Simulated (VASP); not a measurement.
# RbSrCl3 (P4mm) in VASP: notebook, part 2 of 2

VASP 6.6.1. The steps go on from the part before.

## (3) Single point, LDA (all Rb atoms moved +0.375 Å, as atom 1 along Cartesian [0 0 1])

INCAR reads:

```
SYSTEM = RbSrCl3
  PREC = Accurate
  ENCUT = 520
  EDIFF = 1E-6
  ISMEAR = 0
  SIGMA = 0.05
  LREAL = .False.
  LASPH = .True.
  NELM = 80
  ALGO = Normal
  ISIF = 2
  LWAVE = .False.
  LCHARG = .False.
  GGA = CA
  NBANDS = 28
```

KPOINTS reads:

```
Automatic mesh
0
Gamma
  4 4 4
  0 0 0
```

POSCAR reads:

```
RbSrCl3
1.0
    5.6963040000      0.0000000000      0.0000000000
    0.0000000000      5.6963040000      0.0000000000
    0.0000000000      0.0000000000      5.6963040000
Rb Sr Cl
1 1 3
Direct
    0.5000000000      0.5000000000      0.5658321606
    0.0000000000      0.0000000000      0.0000000000
    0.5000000000      0.0000000000      0.0000000000
    0.0000000000      0.5000000000      0.0000000000
    0.0000000000      0.0000000000      0.5000000000
```

Potentials or basis: VASP PAW LDA potentials, release 64 (Rb_sv, Sr_sv, Cl).

The run is started by

```
$ cat potpaw_LDA.64/Rb_sv/POTCAR potpaw_LDA.64/Sr_sv/POTCAR potpaw_LDA.64/Cl/POTCAR > POTCAR
$ mpirun -np 1 vasp_std > vasp.out
```

OUTCAR:

```text
SYSTEM = RbSrCl3
   PREC = Accurate
   ENCUT = 520
   EDIFF = 1E-6
   ISMEAR = 0
   LREAL = .False.
   LASPH = .True.
   NELM = 80
   ISIF = 2
   GGA = CA

 ion  position               nearest neighbor table
   1  0.500  0.500  0.566-   3 3.77   4 3.77   3 3.77   4 3.77   5 4.05   5 4.05   5 4.05   5 4.05
                             2 4.73   2 4.73   2 4.73   2 4.73   2 5.16   2 5.16   2 5.16   2 5.16
   2  0.000  0.000  0.000-   3 2.85   4 2.85   5 2.85   5 2.85   4 2.85   3 2.85   1 4.73   1 4.73
                             1 4.73   1 4.73   1 5.16   1 5.16   1 5.16   1 5.16
   3  0.500  0.000  0.000-   2 2.85   2 2.85   1 3.77   1 3.77
   4  0.000  0.500  0.000-   2 2.85   2 2.85   1 3.77   1 3.77
   5  0.000  0.000  0.500-   2 2.85   2 2.85   1 4.05   1 4.05   1 4.05   1 4.05

  LATTYP: Found a simple cubic cell.
 ALAT       =     5.6963040000

  Lattice vectors:

 A1 = (   5.6963040000,   0.0000000000,   0.0000000000)
 A2 = (   0.0000000000,   5.6963040000,   0.0000000000)
 A3 = (   0.0000000000,   0.0000000000,   5.6963040000)

Analysis of symmetry for initial positions (statically):
=====================================================================
 Subroutine PRICEL returns:
 Original cell was already a primitive cell.

[... 172 lines left out ...]
 fundamental gap:      4.2552342058
 Fermi energy:        -1.6016438225

 k-point     1 :       0.0000    0.0000    0.0000
  band No.  band energies     occupation
      1     -33.9932      2.00000
      2     -26.6590      2.00000
      3     -16.2147      2.00000
      4     -16.2147      2.00000
      5     -16.2091      2.00000
      6     -14.3493      2.00000
[... 547 lines left out ...]
     27       6.2009      0.00000
     28       7.3863      0.00000

------------------------ aborting loop because EDIFF is reached ----------------------------------------

  FORCE on cell =-STRESS in cart. coord.  units (eV):
  Direction    XX          YY          ZZ          XY          YZ          ZX
  --------------------------------------------------------------------------------------
  -------------------------------------------------------------------------------------
  Total       -2.5057339     -2.5057339     -2.4674829      0.0000000      0.0000000      0.0000000
  in kB      -21.7203118    -21.7203118    -21.3887429      0.0000000      0.0000000      0.0000000
  external PRESSURE =     -21.6097888 kB  Pullay stress =       0.0000000 kB

 VOLUME and BASIS-vectors are now :
 -----------------------------------------------------------------------------
  energy-cutoff  :      520.00
  volume of cell :      184.83
      direct lattice vectors                 reciprocal lattice vectors
     5.696304000  0.000000000  0.000000000     0.175552428  0.000000000  0.000000000
     0.000000000  5.696304000  0.000000000     0.000000000  0.175552428  0.000000000
     0.000000000  0.000000000  5.696304000     0.000000000  0.000000000  0.175552428

 POSITION                                       TOTAL-FORCE (eV/Angst)
 -----------------------------------------------------------------------------------
      2.84815      2.84815      3.22315        -0.000000      0.000000      0.110110
      0.00000      0.00000      0.00000        -0.000000     -0.000000      0.076558
      2.84815      0.00000      0.00000         0.000000     -0.000000     -0.123899
      0.00000      2.84815      0.00000        -0.000000     -0.000000     -0.123899
      0.00000      0.00000      2.84815        -0.000000     -0.000000      0.061129
 -----------------------------------------------------------------------------------
    total drift:                                0.000000      0.000000     -0.000132

  FREE ENERGIE OF THE ION-ELECTRON SYSTEM (eV)
  ---------------------------------------------------
  free  energy   TOTEN  =       -20.7284845730 eV

  energy  without entropy=      -20.7284845730  energy(sigma->0) =      -20.72848457
```

OSZICAR:

```text
N       E                     dE             d eps       ncg     rms          rms(c)
DAV:   1     0.271523566384E+03    0.27152E+03   -0.17640E+04  1008   0.123E+03
DAV:   2     0.318834151199E+01   -0.26834E+03   -0.26211E+03  1288   0.247E+02
DAV:   3    -0.206991859017E+02   -0.23888E+02   -0.23813E+02  1400   0.753E+01
DAV:   4    -0.215913361586E+02   -0.89215E+00   -0.89068E+00  1652   0.121E+01
DAV:   5    -0.216077317973E+02   -0.16396E-01   -0.16394E-01  1408   0.145E+00    0.179E+01
DAV:   6    -0.208931906217E+02    0.71454E+00   -0.13813E+00  1216   0.454E+00    0.118E+01
DAV:   7    -0.207533273944E+02    0.13986E+00   -0.70249E-01  1408   0.349E+00    0.167E+00
DAV:   8    -0.207323753836E+02    0.20952E-01   -0.11140E-01  1336   0.135E+00    0.373E-01
DAV:   9    -0.207292831946E+02    0.30922E-02   -0.68296E-03  1360   0.379E-01    0.152E-01
DAV:  10    -0.207284834294E+02    0.79977E-03   -0.22215E-03  1552   0.201E-01    0.856E-02
DAV:  11    -0.207284821591E+02    0.12703E-05   -0.19016E-04  1508   0.621E-02    0.258E-02
DAV:  12    -0.207284843477E+02   -0.21886E-05   -0.12054E-05  1416   0.158E-02    0.738E-03
DAV:  13    -0.207284845730E+02   -0.22534E-06   -0.91470E-07  1024   0.535E-03
   1 F= -.20728485E+02 E0= -.20728485E+02  d E =-.536247E-18
```

stdout:

```text
POSCAR found type information on POSCAR RbSrCl
 POSCAR found :  3 types and       5 ions
 scaLAPACK will be used
 LDA part: xc-table for (Slater(with rela. corr.)+CA(PZ))
 , standard interpolation
 POSCAR, INCAR and KPOINTS ok, starting setup
 FFT: planning ... GRIDC
 FFT: planning ... GRID_SOFT
 FFT: planning ... GRID
 WAVECAR not read
 entering main loop
```

Run time: 60 s. Hardware: 1 thread of Intel Xeon Platinum 8375C at 2.90GHz (Ice Lake), shared host; peak memory 0.26 GiB.

What came out:

```yaml
Free_energy: -20.7285 eV
Pressure: -2.2 GPa
Largest_force: 0.124 eV/Å
Band_gap_on_the_k_mesh: 4.26 eV (least direct gap 4.47 eV)
```

Forces on the atoms (eV/Å):
```
Rb   0.000  0.000  0.110
Sr   0.000  0.000  0.077
Cl   0.000  0.000 -0.124
Cl   0.000  0.000 -0.124
Cl   0.000  0.000  0.061
```

Caveat: the cell differs from its parent crystal (all Rb atoms moved +0.375 Å, as atom 1 along Cartesian [0 0 1]). A k mesh can miss the band edges.

## (4) Single point, LDA (all Rb atoms moved -0.250 Å, as atom 1 along Cartesian [0 0 1])

INCAR, as its differences from that of step 3:

```diff
@@ -8,3 +8,3 @@
   LASPH = .True.
-  NELM = 80
+  NELM = 60
   ALGO = Normal
```

KPOINTS reads:

```
regular mesh
0
Gamma
  4 4 4
  0 0 0
```

POSCAR, as its differences from that of step 3:

```diff
@@ -8,3 +8,3 @@
 Direct
-    0.5000000000      0.5000000000      0.5658321606
+    0.5000000000      0.5000000000      0.4561118929
     0.0000000000      0.0000000000      0.0000000000
```

The run is started by

```
$ cat potpaw_LDA.64/Rb_sv/POTCAR potpaw_LDA.64/Sr_sv/POTCAR potpaw_LDA.64/Cl/POTCAR > POTCAR
$ mpirun -np 1 vasp_std > vasp.out
```

It took 83 s on 1 thread of Intel Xeon Platinum 8375C at 2.90GHz (Ice Lake), shared host; peak memory 0.27 GiB.

Results (log left out):

```yaml
Free_energy: -20.7165 eV
Pressure: -2.2 GPa
Largest_force: 0.086 eV/Å
Band_gap_on_the_k_mesh: 4.24 eV (least direct gap 4.45 eV)
```

Forces on the atoms (eV/Å):
```
Rb   0.000  0.000 -0.080
Sr   0.000  0.000 -0.051
Cl   0.000  0.000  0.086
Cl   0.000  0.000  0.086
Cl   0.000  0.000 -0.041
```

Levels at points of the mesh, in eV from the valence-band top:
```
           k point  band 16  band 17  band 18  band 19  band 20  band 21  band 22  band 23  band 24  band 25
(0.00, 0.00, 0.00)    -0.41    -0.41    -0.22    -0.22    -0.22     4.24     5.74     5.77     5.77     6.56
(0.50, 0.00, 0.00)    -0.67    -0.67    -0.51    -0.29    -0.29     5.87     6.00     6.15     6.92     6.94
(0.00, 0.00, 0.50)    -0.64    -0.64    -0.52    -0.30    -0.30     5.89     5.99     6.16     6.95     6.95
(0.50, 0.50, 0.00)    -0.69    -0.68    -0.60    -0.60    -0.03     6.69     6.99     6.99     7.12     7.47
(0.00, 0.50, 0.50)    -0.70    -0.67    -0.62    -0.62    -0.01     6.69     6.97     6.98     7.09     7.45
(0.50, 0.50, 0.50)    -1.26    -1.26    -0.02     0.00     0.00     6.05     6.86     6.88     6.88     8.09
```

Caveat: the cell differs from its parent crystal (all Rb atoms moved -0.250 Å, as atom 1 along Cartesian [0 0 1]).

## (5) Single point, LDA (all Rb atoms moved +0.438 Å, as atom 1 along Cartesian [0 0 1])

INCAR reads:

```
PREC = Accurate ; ENCUT = 520
EDIFF = 1E-7 ; ISMEAR = 0
SIGMA = 0.05 ; LREAL = F
LASPH = T ; NELM = 80
ALGO = Normal ; ISIF = 2
LWAVE = F ; LCHARG = T
LELF = T ; LVHAR = T
NBANDS = 28
```

KPOINTS reads:

```
regular mesh
0
Gamma
  4 4 4
```

POSCAR, as its differences from that of step 4:

```diff
@@ -8,3 +8,3 @@
 Direct
-    0.5000000000      0.5000000000      0.4561118929
+    0.5000000000      0.5000000000      0.5768041874
     0.0000000000      0.0000000000      0.0000000000
```

Potentials or basis: VASP PAW LDA potentials, release 64 (Rb_sv, Sr_sv, Cl).

The run is started by

```
$ cat potpaw_LDA.64/Rb_sv/POTCAR potpaw_LDA.64/Sr_sv/POTCAR potpaw_LDA.64/Cl/POTCAR > POTCAR
$ mpirun -np 1 vasp_std > vasp.out
```

OUTCAR:

```text
PREC = Accurate
   ENCUT = 520
   EDIFF = 1E-7
   ISMEAR = 0
   LREAL = F
   LASPH = T
   NELM = 80
   ISIF = 2

 ion  position               nearest neighbor table
   1  0.500  0.500  0.577-   3 3.73   4 3.73   3 3.73   4 3.73   5 4.05   5 4.05   5 4.05   5 4.05
                             2 4.69   2 4.69   2 4.69   2 4.69   2 5.20   2 5.20   2 5.20   2 5.20
   2  0.000  0.000  0.000-   3 2.85   4 2.85   5 2.85   5 2.85   4 2.85   3 2.85   1 4.69   1 4.69
                             1 4.69   1 4.69   1 5.20   1 5.20   1 5.20   1 5.20
   3  0.500  0.000  0.000-   2 2.85   2 2.85   1 3.73   1 3.73
   4  0.000  0.500  0.000-   2 2.85   2 2.85   1 3.73   1 3.73
   5  0.000  0.000  0.500-   2 2.85   2 2.85   1 4.05   1 4.05   1 4.05   1 4.05

  LATTYP: Found a simple cubic cell.
 ALAT       =     5.6963040000

  Lattice vectors:

 A1 = (   5.6963040000,   0.0000000000,   0.0000000000)
 A2 = (   0.0000000000,   5.6963040000,   0.0000000000)
 A3 = (   0.0000000000,   0.0000000000,   5.6963040000)

Analysis of symmetry for initial positions (statically):
[... 170 lines left out ...]
  energy without entropy =      -20.73573393  energy(sigma->0) =      -20.73573393

 E-fermi :  -1.5943     XC(G=0):  -7.6723

 val. band max:       -1.9037161558   @ k =   0.5000   0.5000   0.5000
 cond. band min:       2.3623347972   @ k =   0.0000   0.0000   0.0000
 fundamental gap:      4.2660509531
 Fermi energy:        -1.5943346852

 k-point     1 :       0.0000    0.0000    0.0000
  band No.  band energies     occupation
      1     -34.0000      2.00000
      2     -26.6445      2.00000
      3     -16.2222      2.00000
      4     -16.2222      2.00000
      5     -16.2146      2.00000
      6     -14.3581      2.00000
[... 547 lines left out ...]
     27       6.1962      0.00000
     28       7.3976      0.00000

------------------------ aborting loop because EDIFF is reached ----------------------------------------

  FORCE on cell =-STRESS in cart. coord.  units (eV):
  Direction    XX          YY          ZZ          XY          YZ          ZX
  --------------------------------------------------------------------------------------
  -------------------------------------------------------------------------------------
  Total       -2.4798006     -2.4798006     -2.4307562      0.0000000      0.0000000      0.0000000
  in kB      -21.4955157    -21.4955157    -21.0703869      0.0000000      0.0000000      0.0000000
  external PRESSURE =     -21.3538061 kB  Pullay stress =       0.0000000 kB

 VOLUME and BASIS-vectors are now :
 -----------------------------------------------------------------------------
  energy-cutoff  :      520.00
  volume of cell :      184.83
      direct lattice vectors                 reciprocal lattice vectors
     5.696304000  0.000000000  0.000000000     0.175552428  0.000000000  0.000000000
     0.000000000  5.696304000  0.000000000     0.000000000  0.175552428  0.000000000
     0.000000000  0.000000000  5.696304000     0.000000000  0.000000000  0.175552428

 POSITION                                       TOTAL-FORCE (eV/Angst)
 -----------------------------------------------------------------------------------
      2.84815      2.84815      3.28565         0.000000      0.000000      0.121211
      0.00000      0.00000      0.00000         0.000000     -0.000000      0.088699
      2.84815      0.00000      0.00000         0.000000     -0.000000     -0.140280
      0.00000      2.84815      0.00000         0.000000     -0.000000     -0.140280
      0.00000      0.00000      2.84815         0.000000     -0.000000      0.070650
 -----------------------------------------------------------------------------------
    total drift:                                0.000000      0.000000     -0.000096

  FREE ENERGIE OF THE ION-ELECTRON SYSTEM (eV)
  ---------------------------------------------------
  free  energy   TOTEN  =       -20.7357339284 eV

  energy  without entropy=      -20.7357339284  energy(sigma->0) =      -20.73573393
```

OSZICAR:

```text
N       E                     dE             d eps       ncg     rms          rms(c)
DAV:   1     0.271949313284E+03    0.27195E+03   -0.17639E+04  1008   0.123E+03
DAV:   2     0.323583139526E+01   -0.26871E+03   -0.26282E+03  1288   0.247E+02
DAV:   3    -0.207056360988E+02   -0.23941E+02   -0.23867E+02  1400   0.753E+01
DAV:   4    -0.215965813706E+02   -0.89095E+00   -0.88947E+00  1652   0.121E+01
DAV:   5    -0.216124331447E+02   -0.15852E-01   -0.15850E-01  1420   0.142E+00    0.179E+01
DAV:   6    -0.208987704131E+02    0.71366E+00   -0.13820E+00  1208   0.454E+00    0.118E+01
DAV:   7    -0.207601385485E+02    0.13863E+00   -0.70571E-01  1404   0.350E+00    0.167E+00
DAV:   8    -0.207394361274E+02    0.20702E-01   -0.11210E-01  1328   0.135E+00    0.376E-01
DAV:   9    -0.207364913202E+02    0.29448E-02   -0.67474E-03  1352   0.379E-01    0.153E-01
DAV:  10    -0.207357289129E+02    0.76241E-03   -0.22205E-03  1568   0.202E-01    0.862E-02
DAV:  11    -0.207357311009E+02   -0.21880E-05   -0.19092E-04  1512   0.627E-02    0.262E-02
DAV:  12    -0.207357335795E+02   -0.24786E-05   -0.12956E-05  1440   0.164E-02    0.744E-03
DAV:  13    -0.207357338387E+02   -0.25917E-06   -0.11039E-06  1460   0.541E-03    0.354E-03
DAV:  14    -0.207357339284E+02   -0.89665E-07   -0.16089E-07  1104   0.219E-03
   1 F= -.20735734E+02 E0= -.20735734E+02  d E =-.605837E-19
```

Wall time 98 s (1 thread of Intel Xeon Platinum 8375C at 2.90GHz (Ice Lake), shared host); peak memory 0.27 GiB.

Results:

```yaml
Free_energy: -20.7357 eV
Pressure: -2.1 GPa
Largest_force: 0.140 eV/Å
Band_gap_on_the_k_mesh: 4.27 eV (least direct gap 4.48 eV)
```

Forces on the atoms (eV/Å):
```
Rb   0.000  0.000  0.121
Sr   0.000  0.000  0.089
Cl   0.000  0.000 -0.140
Cl   0.000  0.000 -0.140
Cl   0.000  0.000  0.071
```

Caveat: the cell differs from its parent crystal (all Rb atoms moved +0.438 Å, as atom 1 along Cartesian [0 0 1]).

## (6) Summary

```csv
cell,gap on the mesh (eV),pressure (GPa),largest force (eV/Å)
"as given, atomic positions A",4.28,-2.1,0.15
"as given, atomic positions B",4.26,-2.2,0.12
"as given, atomic positions C",4.24,-2.2,0.09
"as given, atomic positions D",4.27,-2.1,0.14
```

Alike in all rows: task single point; level LDA; potentials or basis VASP PAW LDA potentials, release 64 (Rb_sv, Sr_sv, Cl); no spin polarisation; k mesh 4 × 4 × 4; cutoff (eV) 520; smearing gaussian 0.05 eV.

Absolute energies hang on the potentials; compare differences alone.
